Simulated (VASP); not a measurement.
The system is Ga2BSb3.

```xyz
6
Lattice="6.2954 0.0000 0.0000 0.0000 6.2954 0.0000 0.0000 0.0000 5.0225" Properties=species:S:1:pos:R:3 pbc="T T T"
Ga    0.0000    3.1477    0.0000
Ga    3.1477    0.0000    0.0000
B     3.1477    3.1477    2.5112
Sb    0.0000    0.0000    3.7694
Sb    0.0000    0.0000    1.2530
Sb    3.1477    3.1477    0.0000
```

The cell was built from a structure type or drawn by symmetry, and may not be a known phase.

| Property | Result |
| --- | --- |
| Program | VASP 6.6.1 |
| Task | relaxation of cell and atoms |
| Functional | PBE |
| Potentials or basis | VASP PAW PBE potentials, release 64 (Ga_d, B, Sb) |
| Cutoff | 600 eV |
| k mesh | 4 × 4 × 4 |
| Occupations | gaussian, width 0.1 eV |
| Spin | no spin polarisation |

At the start: pressure 2.0 GPa; volume 33.18 Å³/atom.

**Question.** How do energy, volume and symmetry change on relaxing?

**Answer.** Over 11 steps the energy falls by 278.3 meV/atom and the volume is 27.38 Å³/atom (-17.5 %); space group P4/mmm (No. 123, to 0.1 Å) before and after.

The path:
```tsv
step	energy change (eV)	largest force (eV/Å)	pressure (GPa)	volume (Å³)
1	0.0000	0.6842	2.05	199.05
2	-0.7290	0.0419	-4.47	209.86
3	-0.7668	0.0946	-3.49	207.50
4	-1.2369	0.1643	-3.18	189.11
5	-0.4387	0.1111	11.46	138.47
6	-1.5576	0.3712	-2.15	175.85
7	-1.5070	0.6104	2.70	155.60
8	-1.6499	0.5477	-0.78	167.64
9	-1.6530	0.5774	-0.41	165.90
10	-1.6665	0.2976	0.24	163.55
11	-1.6700	0.0098	0.00	164.27
```

Final structure:
```
Ga B Sb
1.0
     5.44167    0.00000    0.00000
     0.00000    5.44167    0.00000
     0.00000    0.00000    5.54733
Ga B Sb
2 1 3
Direct
  0.00000 0.50000 0.00000
  0.50000 0.00000 0.00000
  0.50000 0.50000 0.50000
  0.00000 0.00000 0.74451
  0.00000 0.00000 0.25549
  0.50000 0.50000 0.00000
```

Caveat: the volume moved by over 15 % at a fixed basis, so the end points are rough.
